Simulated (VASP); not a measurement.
A run of VASP 6.6.1:

The input INCAR:

```
PREC = Accurate
ENCUT = 600
EDIFF = 1E-6
ISMEAR = -1
SIGMA = 0.02
LREAL = F
LASPH = T
NELM = 120
ALGO = Normal
ISIF = 2
LWAVE = F
LCHARG = F
GGA = PE
NBANDS = 21
GGA_COMPAT = F
```

File KPOINTS:

```
Automatic mesh
0
Gamma
  8 8 8
```

Contents of POSCAR:

```
PbF2
1.0
    0.0000000000      2.9089856781      2.9870808379
    2.9089856781      0.0000000000      2.9870808379
    2.9089856781      2.9089856781      0.0000000000
Pb F
1 2
Direct
    0.0000000000      0.0000000000      0.0000000000
    0.2500000000      0.2500000000      0.2500000000
    0.7500000000      0.7500000000      0.7500000000
```

Potentials or basis: VASP PAW PBE potentials, release 64 (Pb_d, F).

The run is started by

```console
$ cat potpaw_PBE.64/Pb_d/POTCAR potpaw_PBE.64/F/POTCAR > POTCAR
$ mpirun -np 1 vasp_std > vasp.out
```

Hardware: 1 thread of Oxide Virtual Turin-like Processor, with other jobs on the host.

Task: Estimate the wall time of this run.

Result: Run time: 100 s on 1 thread of Oxide Virtual Turin-like Processor (shared host), peak memory 0.21 GiB. Counts: scf iterations 13, k points 59.
